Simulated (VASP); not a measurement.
# Si7Ge (P-42m) in VASP: notebook

Si7Ge is run at these levels: r2SCAN; tasks: single point.

All numbers are computed with VASP 6.6.1; they aren't measurements. Logs are shortened: lines on timing, memory, paths and dates and some standing lists are left out, and cuts for length are marked.

## (1) The cell of the first run

Symmetry: P-42m, No. 111, tetragonal system. Conventional cell: a = 5.331 Å, b = 5.331 Å, c = 5.741 Å, α = 90.00°, β = 90.00°, γ = 90.00°. Within 3.1 Å of Si (site symmetry m) lie 3 Si at 2.36 Å and 1 Ge at 2.39 Å. Within 3.1 Å of Si (site symmetry 222) lie 4 Si at 2.36 Å. Si (site symmetry -42m) has 4 Si at 2.36 Å within 3.1 Å. Ge (site symmetry -42m) has 4 Si at 2.39 Å within 3.2 Å.

## (2) Single point, r2SCAN (strain -0.025 along x and y, +0.050 along z)

POSCAR

```
Si7Ge
1.0
    5.3312692196      0.0000000000      0.0000000000
    0.0000000000      5.3312692196      0.0000000000
    0.0000000000      0.0000000000      5.7413668519
Si Ge
7 1
Direct
    0.2524307582      0.2524307582      0.2524307582
    0.0000000000      0.5000000000      0.5000000000
    0.5000000000      0.5000000000      0.0000000000
    0.5000000000      0.0000000000      0.5000000000
    0.7475692418      0.2524307582      0.7475692418
    0.7475692418      0.7475692418      0.2524307582
    0.2524307582      0.7475692418      0.7475692418
    0.0000000000      0.0000000000      0.0000000000
```

INCAR.step1

```
PREC = Accurate
ENCUT = 520
ISMEAR = 0
SIGMA = 0.05
LREAL = F
LASPH = T
NELM = 100
NBANDS = 31
GGA = PE
ALGO = Normal
EDIFF = 1E-4
LWAVE = T
LCHARG = F
```

INCAR.step2

```
PREC = Accurate
ENCUT = 520
EDIFF = 1E-7
ISMEAR = 0
SIGMA = 0.05
LREAL = F
LASPH = T
NELM = 100
ALGO = Normal
ISIF = 2
LWAVE = F
LCHARG = T
METAGGA = R2SCAN
LMIXTAU = T
LELF = T
LVHAR = T
NBANDS = 31
ISTART = 1
```

KPOINTS

```
Automatic mesh
0
Gamma
  6 6 6
```

Potentials or basis: VASP PAW PBE potentials, release 64 (Si, Ge_d).

The run is started by

```console
$ cat potpaw_PBE.64/Si/POTCAR potpaw_PBE.64/Ge_d/POTCAR > POTCAR
$ cp INCAR.step1 INCAR
$ mpirun -np 1 vasp_std > vasp.out
$ cp INCAR.step2 INCAR
$ mpirun -np 1 vasp_std > vasp.out
```

OUTCAR:

```text
PREC = Accurate
   ENCUT = 520
   EDIFF = 1E-7
   ISMEAR = 0
   LREAL = F
   LASPH = T
   NELM = 100
   ISIF = 2
   METAGGA = R2SCAN
   ISTART = 1

 ion  position               nearest neighbor table
   1  0.252  0.252  0.252-   2 2.36   4 2.36   3 2.36   8 2.39
   2  0.000  0.500  0.500-   1 2.36   5 2.36   6 2.36   7 2.36
   3  0.500  0.500  0.000-   1 2.36   5 2.36   6 2.36   7 2.36
   4  0.500  0.000  0.500-   1 2.36   5 2.36   6 2.36   7 2.36
   5  0.748  0.252  0.748-   2 2.36   4 2.36   3 2.36   8 2.39
   6  0.748  0.748  0.252-   2 2.36   4 2.36   3 2.36   8 2.39
   7  0.252  0.748  0.748-   2 2.36   4 2.36   3 2.36   8 2.39
   8  0.000  0.000  0.000-   1 2.39   5 2.39   6 2.39   7 2.39

  LATTYP: Found a simple tetragonal cell.
 ALAT       =     5.3312692196
 C/A-ratio  =     1.0769230769

  Lattice vectors:

 A1 = (   5.3312692196,   0.0000000000,   0.0000000000)
 A2 = (   0.0000000000,   5.3312692196,   0.0000000000)
 A3 = (   0.0000000000,   0.0000000000,   5.7413668519)

Analysis of symmetry for initial positions (statically):
=====================================================================
 Subroutine PRICEL returns:
 Original cell was already a primitive cell.

 Routine SETGRP: Setting up the symmetry group for a
 simple tetragonal supercell.

 Subroutine GETGRP returns: Found  8 space group operations
 (whereof  8 operations were pure point group operations)
 out of a pool of 16 trial point group operations.

The static configuration has the point symmetry D_2d.

Analysis of symmetry for dynamics (positions and initial velocities):
=====================================================================
 Subroutine PRICEL returns:
 Original cell was already a primitive cell.

 Routine SETGRP: Setting up the symmetry group for a
 simple tetragonal supercell.

 Subroutine GETGRP returns: Found  8 space group operations
 (whereof  8 operations were pure point group operations)
 out of a pool of 16 trial point group operations.

The dynamic configuration has the point symmetry D_2d.

 Subroutine INISYM returns: Found  8 space group operations
 (whereof  8 operations are pure point group operations),
 and found     1 'primitive' translations

----------------------------------------------------------------------------------------

                                     Primitive cell

  volume of cell :     163.1836

  direct lattice vectors                    reciprocal lattice vectors
     5.331269220  0.000000000  0.000000000     0.187572595  0.000000000  0.000000000
     0.000000000  5.331269220  0.000000000     0.000000000  0.187572595  0.000000000
     0.000000000  0.000000000  5.741366852     0.000000000  0.000000000  0.174174552

  length of vectors
     5.331269220  5.331269220  5.741366852     0.187572595  0.187572595  0.174174552

  position of ions in fractional coordinates (direct lattice)
     0.252430758  0.252430758  0.252430758
     0.000000000  0.500000000  0.500000000
     0.500000000  0.500000000  0.000000000
     0.500000000  0.000000000  0.500000000
     0.747569242  0.252430758  0.747569242
     0.747569242  0.747569242  0.252430758
     0.252430758  0.747569242  0.747569242
     0.000000000  0.000000000  0.000000000

  ion indices of the primitive-cell ions
   primitive index   ion index
                 1           1
                 2           2
                 3           3
                 4           4
                 5           5
                 6           6
                 7           7
                 8           8

----------------------------------------------------------------------------------------

 KPOINTS: Automatic mesh

Automatic generation of k-mesh.
 Grid dimensions read from file:
 generate k-points for:    6    6    6

 Generating k-lattice:

  Cartesian coordinates                     Fractional coordinates (reciprocal lattice)
     0.031262099  0.000000000  0.000000000     0.166666667  0.000000000  0.000000000
     0.000000000  0.031262099  0.000000000     0.000000000  0.166666667  0.000000000
     0.000000000  0.000000000  0.029029092     0.000000000  0.000000000  0.166666667

  Length of vectors
     0.031262099  0.031262099  0.029029092

  Shift w.r.t. Gamma in fractional coordinates (k-lattice)
     0.000000000  0.000000000  0.000000000

 Subroutine IBZKPT returns following result:
 ===========================================

 Found     40 irreducible k-points:

 Following reciprocal coordinates:
            Coordinates               Weight
  0.000000  0.000000  0.000000      1.000000
  0.166667  0.000000  0.000000      4.000000
  0.333333  0.000000  0.000000      4.000000
  0.500000  0.000000  0.000000      2.000000
  0.166667  0.166667  0.000000      4.000000
  0.333333  0.166667  0.000000      8.000000
[... 16 lines left out ...]
  0.333333  0.000000  0.333333      8.000000
  0.500000  0.000000  0.333333      4.000000
 [... further k-points ...]
   k-points           NKPTS =     40   k-points in BZ     NKDIM =     40   number of bands    NBANDS=     31
   number of dos      NEDOS =    301   number of ions     NIONS =      8
   total plane-waves  NPLWV =  76800
   dimension x,y,z NGX =    40 NGY =   40 NGZ =   48
   dimension x,y,z NGXF=    80 NGYF=   80 NGZF=   96
   ions per type =               7   1
   NGX,Y,Z   is equivalent  to a cutoff of  12.47, 12.47, 13.90 a.u.
   NGXF,Y,Z  is equivalent  to a cutoff of  24.95, 24.95, 27.80 a.u.
 SYSTEM =  unknown system
   PREC   = accura    normal or accurate (medium, high low for compatibility)
   ISTART =      1    job   : 0-new  1-cont  2-samecut
   ICHARG =      0    charge: 1-file 2-atom 10-const
   ISPIN  =      1    spin polarized calculation?
   LNONCOLLINEAR =      F non collinear calculations
   LSORBIT =      F    spin-orbit coupling
   LASPH  =      T    aspherical Exc in radial PAW
   ENCUT  =  520.0 eV  38.22 Ry    6.18 a.u.   9.91  9.91 10.68*2*pi/ulx,y,z
   NELM   =    100;   NELMIN=  2; NELMDL=  0     # of ELM steps
   EDIFF  = 0.1E-06   stopping-criterion for ELM
   LREAL  =      F    real-space projection
   EDIFFG = 0.1E-05   stopping-criterion for IOM
   NSW    =      0    number of steps for IOM
   IBRION =     -1    ionic relax: 0-MD 1-quasi-New 2-CG
   NFREE  =      0    steps in history (QN), initial steepest desc. (CG)
   ISIF   =      2    stress and relaxation
   ISYM   =      2    0-nonsym 1-usesym 2-fastsym
   POTIM  = 0.5000    time-step for ionic-motion
   TEBEG  =    0.0;   TEEND  =   0.0 temperature during run
   PSTRESS=    0.0 pullay stress
   NELECT =      42.0000    total number of electrons
   NUPDOWN=      -1.0000    fix difference up-down
   EMIN   =  10.00;   EMAX   =-10.00  energy-range for DOS
   EFERMI =   0.00;   METHOD = LEGACY
   ISMEAR =     0;   SIGMA  =   0.05  broadening in eV -4-tet -1-fermi 0-gaus
   EFERMI_NEDOS =   21; number of points for ismear=-14 and -15
   IALGO  =     38    algorithm
   IMIX   =      4    mixing-type and parameters
     AMIX     =   0.40;   BMIX     =  1.00
     AMIX_MAG =   1.60;   BMIX_MAG =  1.00
  volume/ion in A,a.u.               =      20.40       137.65
  Fermi-wavevector in a.u.,A,eV,Ry     =   1.041356  1.967877 14.754452  1.084422
  Thomas-Fermi vector in A             =   2.175973
   LORBIT       =      0    0 simple, 1 ext, 2 COOP (PROOUT), +10 PAW based schemes
   METAGGA = R2SCAN    functional components
   LHFCALC =     F    Hartree Fock is set to
   AEXX    =    0.0000 exact exchange contribution
   IVDW    =     0    specifies the selected vdW correction
   LEPSILON=     F    determine dielectric tensor
   LRPA    =     F    only Hartree local field effects (RPA)
 non-spin polarized calculation
 Gauss-broadening in eV      SIGMA  =   0.05
  energy-cutoff  :      520.00
  volume of cell :      163.18
 maximum number of plane-waves:      4412
 NGX is ok and might be reduce to    40
   NGX = 19   NGY = 19   NGZ = 21

 number of electron      41.9999991 magnetization

 Free energy of the ion-electron system (eV)
  ---------------------------------------------------
  ext. energy  EPLUGINS =         0.00000000
  ---------------------------------------------------
  free energy    TOTEN  =       -75.05129700 eV

  energy without entropy =      -75.05129693  energy(sigma->0) =      -75.05129696

 E-fermi :   5.9362     XC(G=0):  -9.9861

 val. band max:        5.7868776697   @ k =   0.0000   0.0000   0.0000
 cond. band min:       6.0799413050   @ k =   0.0000   0.0000   0.0000
 fundamental gap:      0.2930636353
 Fermi energy:         5.9361622305

 k-point     1 :       0.0000    0.0000    0.0000
  band No.  band energies     occupation
      1     -19.2185      2.00000
      2     -19.2177      2.00000
      3     -19.2177      2.00000
      4     -19.1907      2.00000
      5     -19.1845      2.00000
      6      -7.0309      2.00000
[... 23 lines left out ...]
     30       8.5800      0.00000
     31       8.9813      0.00000

 k-point     2 :       0.1667    0.0000    0.0000
  band No.  band energies     occupation
      1     -19.2185      2.00000
      2     -19.2177      2.00000
      3     -19.2177      2.00000
      4     -19.1907      2.00000
      5     -19.1845      2.00000
      6      -6.8996      2.00000
[... 23 lines left out ...]
     30       9.2876      0.00000
     31       9.6474      0.00000

 k-point     3 :       0.3333    0.0000    0.0000
  band No.  band energies     occupation
      1     -19.2185      2.00000
      2     -19.2177      2.00000
      3     -19.2177      2.00000
      4     -19.1906      2.00000
      5     -19.1845      2.00000
      6      -6.5094      2.00000
[... 23 lines left out ...]
     30      10.1034      0.00000
     31      10.7218      0.00000

 k-point     4 :       0.5000    0.0000    0.0000
  band No.  band energies     occupation
      1     -19.2185      2.00000
      2     -19.2178      2.00000
      3     -19.2177      2.00000
      4     -19.1906      2.00000
      5     -19.1844      2.00000
      6      -5.9552      2.00000
[... 23 lines left out ...]
     30      11.1071      0.00000
     31      11.1981      0.00000

 k-point     5 :       0.1667    0.1667    0.0000
  band No.  band energies     occupation
      1     -19.2185      2.00000
      2     -19.2177      2.00000
      3     -19.2177      2.00000
      4     -19.1906      2.00000
      5     -19.1845      2.00000
      6      -6.7698      2.00000
[... 23 lines left out ...]
     30       9.0964      0.00000
     31      10.5729      0.00000
[... 542 lines left out ...]
     30      10.1422      0.00000
     31      10.1422      0.00000

 k-point    22 :       0.1667    0.0000    0.3333
  band No.  band energies     occupation
      1     -19.2185      2.00000
      2     -19.2177      2.00000
      3     -19.2177      2.00000
      4     -19.1907      2.00000
      5     -19.1844      2.00000
      6      -6.4452      2.00000
[... 23 lines left out ...]
     30       9.9153      0.00000
     31      10.5238      0.00000

 k-point    23 :       0.3333    0.0000    0.3333
  band No.  band energies     occupation
      1     -19.2185      2.00000
      2     -19.2178      2.00000
      3     -19.2177      2.00000
      4     -19.1906      2.00000
      5     -19.1844      2.00000
      6      -6.0707      2.00000
[... 23 lines left out ...]
     30      10.2951      0.00000
     31      10.3354      0.00000

 k-point    24 :       0.5000    0.0000    0.3333
  band No.  band energies     occupation
      1     -19.2185      2.00000
      2     -19.2178      2.00000
      3     -19.2177      2.00000
      4     -19.1905      2.00000
      5     -19.1844      2.00000
      6      -5.5568      2.00000
[... 23 lines left out ...]
     30      11.1671      0.00000
     31      11.3054      0.00000

 [... further k-points ...]

------------------------ aborting loop because EDIFF is reached ----------------------------------------

  FORCE on cell =-STRESS in cart. coord.  units (eV):
  Direction    XX          YY          ZZ          XY          YZ          ZX
  --------------------------------------------------------------------------------------
  -------------------------------------------------------------------------------------
  Total        2.8209115      2.8209115     -6.0054000      0.0000000      0.0000000      0.0000000
  in kB       27.6964126     27.6964126    -58.9625148      0.0000000      0.0000000      0.0000000
  external PRESSURE =      -1.1898966 kB  Pullay stress =       0.0000000 kB

 VOLUME and BASIS-vectors are now :
 -----------------------------------------------------------------------------
  energy-cutoff  :      520.00
  volume of cell :      163.18
      direct lattice vectors                 reciprocal lattice vectors
     5.331269220  0.000000000  0.000000000     0.187572595  0.000000000  0.000000000
     0.000000000  5.331269220  0.000000000     0.000000000  0.187572595  0.000000000
     0.000000000  0.000000000  5.741366852     0.000000000  0.000000000  0.174174552

 POSITION                                       TOTAL-FORCE (eV/Angst)
 -----------------------------------------------------------------------------------
      1.34578      1.34578      1.44930         0.024182      0.024182     -0.001167
      0.00000      2.66563      2.87068        -0.000000     -0.000000      0.000000
      2.66563      2.66563      0.00000        -0.000000     -0.000000      0.000000
      2.66563      0.00000      2.87068        -0.000000     -0.000000      0.000000
      3.98549      1.34578      4.29207        -0.024182      0.024182      0.001167
      3.98549      3.98549      1.44930        -0.024182     -0.024182     -0.001167
      1.34578      3.98549      4.29207         0.024182     -0.024182      0.001167
      0.00000      0.00000      0.00000        -0.000000     -0.000000      0.000000
 -----------------------------------------------------------------------------------
    total drift:                               -0.000000     -0.000000      0.000000

  FREE ENERGIE OF THE ION-ELECTRON SYSTEM (eV)
  ---------------------------------------------------
  free  energy   TOTEN  =       -75.0512969957 eV

  energy  without entropy=      -75.0512969265  energy(sigma->0) =      -75.05129696
```

It took 14 min on 1 thread of Oxide Virtual Turin-like, shared host; peak memory 0.36 GiB.

Results:

- Free energy: -75.0513 eV
- Pressure: -0.1 GPa
- Largest force: 0.034 eV/Å
- Band gap on the k mesh: 0.29 eV, direct

Forces on the atoms (eV/Å):
```
Si   0.024  0.024 -0.001
Si   0.000  0.000  0.000
Si   0.000  0.000  0.000
Si   0.000  0.000  0.000
Si  -0.024  0.024  0.001
Si  -0.024 -0.024 -0.001
Si   0.024 -0.024  0.001
Ge   0.000  0.000  0.000
```

Stress tensor (GPa, compression positive):
```
 2.77  0.00  0.00
 0.00  2.77  0.00
 0.00  0.00 -5.90
```

Caveat: the cell differs from its parent crystal (strain -0.025 along x and y, +0.050 along z); the PAW data sets were made with another functional, which shifts forces and pressure a little.

## (3) Single point, r2SCAN (strain +0.025 along x and y, -0.050 along z)

POSCAR, as its differences from that of step 2:

```diff
@@ -2,5 +2,5 @@
 1.0
-    5.3312692196      0.0000000000      0.0000000000
-    0.0000000000      5.3312692196      0.0000000000
-    0.0000000000      0.0000000000      5.7413668519
+    5.6046676412      0.0000000000      0.0000000000
+    0.0000000000      5.6046676412      0.0000000000
+    0.0000000000      0.0000000000      5.1945700089
 Si Ge
```

INCAR.step1

```
PREC     = Accurate       # precision mode
ENCUT    = 520            # plane-wave cutoff, eV
ISMEAR   = 0              # smearing method
SIGMA    = 0.05           # smearing width, eV
LREAL    = F              # projectors in reciprocal space
LASPH    = T              # aspherical terms in the spheres
NELM     = 60             # most SCF steps
NBANDS   = 31             # bands
GGA      = PE             # functional
ALGO     = Normal         # electronic algorithm
EDIFF    = 1E-4           # SCF threshold, eV
LWAVE    = T              # write WAVECAR
LCHARG   = F              # write CHGCAR
```

INCAR.step2

```
PREC     = Accurate       # precision mode
ENCUT    = 520            # plane-wave cutoff, eV
EDIFF    = 1E-6           # SCF threshold, eV
ISMEAR   = 0              # smearing method
SIGMA    = 0.05           # smearing width, eV
LREAL    = F              # projectors in reciprocal space
LASPH    = T              # aspherical terms in the spheres
NELM     = 60             # most SCF steps
ALGO     = Normal         # electronic algorithm
ISIF     = 2              # what is computed and relaxed
LWAVE    = F              # write WAVECAR
LCHARG   = F              # write CHGCAR
METAGGA  = R2SCAN         # meta-GGA
LMIXTAU  = T            
NBANDS   = 31             # bands
ISTART   = 1
```

KPOINTS

```
regular mesh
0
Gamma
  6 6 6
```

Potentials or basis: VASP PAW PBE potentials, release 64 (Si, Ge_d).

The run is started by

```console
$ cat potpaw_PBE.64/Si/POTCAR potpaw_PBE.64/Ge_d/POTCAR > POTCAR
$ cp INCAR.step1 INCAR
$ mpirun -np 1 vasp_std > vasp.out
$ cp INCAR.step2 INCAR
$ mpirun -np 1 vasp_std > vasp.out
```

It took 14 min on 1 thread of Oxide Virtual Turin-like, shared host; peak memory 0.35 GiB.

It converged, with:

```
Free energy            : -75.0741 eV
Pressure               : -0.2 GPa
Largest force          : 0.034 eV/Å
Band gap on the k mesh : zero (band 21 reaches 5.91 eV, above the bottom of band 22 at 5.88 eV)
```

Forces on the atoms (eV/Å):
```
Si   0.008  0.008  0.032
Si   0.000  0.000  0.000
Si   0.000  0.000  0.000
Si   0.000  0.000  0.000
Si  -0.008  0.008 -0.032
Si  -0.008 -0.008  0.032
Si   0.008 -0.008 -0.032
Ge   0.000  0.000  0.000
```

Stress tensor (GPa, compression positive):
```
-2.44  0.00  0.00
 0.00 -2.44  0.00
 0.00  0.00  4.41
```

Levels at points of the mesh, in eV from the Fermi level:
```csv
k point,band 17,band 18,band 19,band 20,band 21,band 22,band 23,band 24,band 25,band 26
"(0.00, 0.00, 0.00)",-3.10,-3.07,-0.46,-0.46,0.04,0.13,0.31,0.79,0.93,0.93
"(0.50, 0.00, 0.00)",-4.06,-2.26,-2.18,-2.05,-1.97,1.18,1.36,3.11,3.13,3.80
"(0.50, 0.50, 0.00)",-3.85,-2.23,-2.10,-2.05,-2.05,1.85,1.85,1.93,2.09,4.77
"(0.00, 0.00, 0.50)",-3.56,-2.64,-2.64,-2.52,-2.52,0.52,0.68,3.24,3.30,4.93
"(0.50, 0.00, 0.50)",-4.30,-1.65,-1.54,-1.47,-1.44,2.55,2.56,2.61,2.82,4.25
"(0.50, 0.50, 0.50)",-1.87,-1.34,-1.23,-1.23,-1.08,0.90,1.30,1.30,1.42,2.91
```

Caveat: the cell differs from its parent crystal (strain +0.025 along x and y, -0.050 along z); the PAW data sets were made with another functional, which shifts forces and pressure a little.
